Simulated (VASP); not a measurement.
Runs of VASP 6.6.1 on RuC4. The structure is that of space group P6/mmm (No. 191), or close to it. The cells are those of the table. 

```csv
task,spin,cell,k mesh,cutoff (eV),gap on the mesh (eV),pressure (GPa)
single point,off,"a = 3.837, b = 3.837, c = 3.817 Å, angles 90.0, 90.0, 120.0°, 5 atoms",6 × 6 × 4,520,none,7.1
relaxation of cell and atoms,off,"relaxed from a = 3.837, b = 3.837, c = 3.817 Å, angles 90.0, 90.0, 120.0°, 5 atoms",6 × 6 × 4,600,none,0.3
single point,off,"a = 3.900, b = 3.900, c = 3.879 Å, angles 90.0, 90.0, 120.0°, 5 atoms",6 × 6 × 4,520,none,-0.1
single point,off,"a = 3.809, b = 3.809, c = 3.933 Å, angles 90.0, 90.0, 120.0°, 5 atoms",12 × 12 × 10,520,none,(a)
single point,"collinear, ferromagnetic start","a = 3.900, b = 3.900, c = 3.879 Å, angles 90.0, 90.0, 120.0°, 5 atoms",6 × 6 × 4,520,none,-0.1
```

Alike in all rows: level PBE; potentials or basis VASP PAW PBE potentials, release 64 (Ru_pv, C); smearing gaussian 0.1 eV.

Task: Estimate the missing entries.

Result: (a) 0.0.

Caveats: some runs use coarse meshes.

A k mesh can miss the band edges, and the runs leave out spin-orbit coupling on Ru.

A gap of «none» marks levels without a gap at the run's occupations.
